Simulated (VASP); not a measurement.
**ZnS: single point with PBEsol**

ZnS:

```
Zn S
1.0
     6.84091    0.00000    0.00000
     0.00000    3.88668    0.00000
     0.00000    0.00000    6.56472
Zn S
4 4
Cartesian
  5.7674 0.9717 0.6466
  1.0735 2.9150 5.9181
  4.4940 2.9150 3.9290
  2.3469 0.9717 2.6358
  4.7456 0.9717 2.6747
  2.0953 2.9150 3.8900
  5.5158 2.9150 -0.6076
  1.3252 0.9717 7.1724
```

| Quantity | Value |
| --- | --- |
| Program | VASP 6.6.1 |
| Task | single point |
| Functional | PBEsol |
| Potentials or basis | VASP PAW PBE potentials, release 64 (Zn, S) |
| Cutoff | 520 eV |
| k mesh | 2 × 6 × 6 |
| Occupations | fermi-dirac, width 0.03 eV |
| Spin | no spin polarisation |
| Dipole correction | no |
| Further INCAR settings | ALGO = Normal; EDIFF = 1e-06; NBANDS = 46 |

| Item | Value |
| --- | --- |
| Pressure | 0.2 GPa |
| Largest force | 0.018 eV/Å |
| Band gap on the k mesh | 2.24 eV |

Forces on the atoms (eV/Å):
```
Zn   0.000  0.000  0.000
Zn   0.000  0.000  0.000
Zn   0.000  0.000  0.000
Zn   0.000  0.000  0.000
S    0.018  0.000 -0.005
S   -0.018  0.000  0.005
S   -0.018  0.000 -0.005
S    0.018  0.000  0.005
```

Levels at points of the mesh, in eV from the valence-band top:
```
           k point  band 32  band 33  band 34  band 35  band 36  band 37  band 38  band 39  band 40  band 41
(0.00, 0.00, 0.00)    -0.92    -0.45    -0.16    -0.16     0.00     2.24     3.21     3.41     4.54     4.86
(0.50, 0.00, 0.00)    -1.34    -0.53    -0.53    -0.27    -0.27     3.22     3.22     3.67     3.67     4.78
(0.00, 0.50, 0.00)    -2.12    -1.81    -1.81    -0.85    -0.85     4.02     4.02     5.02     5.02     6.34
(0.50, 0.50, 0.00)    -2.55    -1.20    -1.20    -1.20    -1.20     4.90     4.90     4.90     4.90     5.26
(0.00, 0.00, 0.50)    -1.69    -0.73    -0.73    -0.58    -0.58     3.68     3.68     4.28     4.28     5.03
(0.50, 0.00, 0.50)    -1.65    -0.64    -0.64    -0.54    -0.54     3.32     3.32     4.35     4.35     5.18
(0.00, 0.50, 0.50)    -2.39    -1.06    -1.06    -0.57    -0.57     3.61     3.61     3.99     3.99     5.68
(0.50, 0.50, 0.50)    -1.81    -1.34    -1.34    -1.34    -1.34     3.78     3.78     3.78     3.78     5.65
```

It took 4.5 min on 1 thread of Intel Xeon 8259CL, with other jobs on the host, peak memory 0.38 GiB.

Caveat: the k points lie up to 0.46 Å⁻¹ apart; the PAW data sets were made with another functional, which shifts forces and pressure a little. A k mesh can miss the band edges.
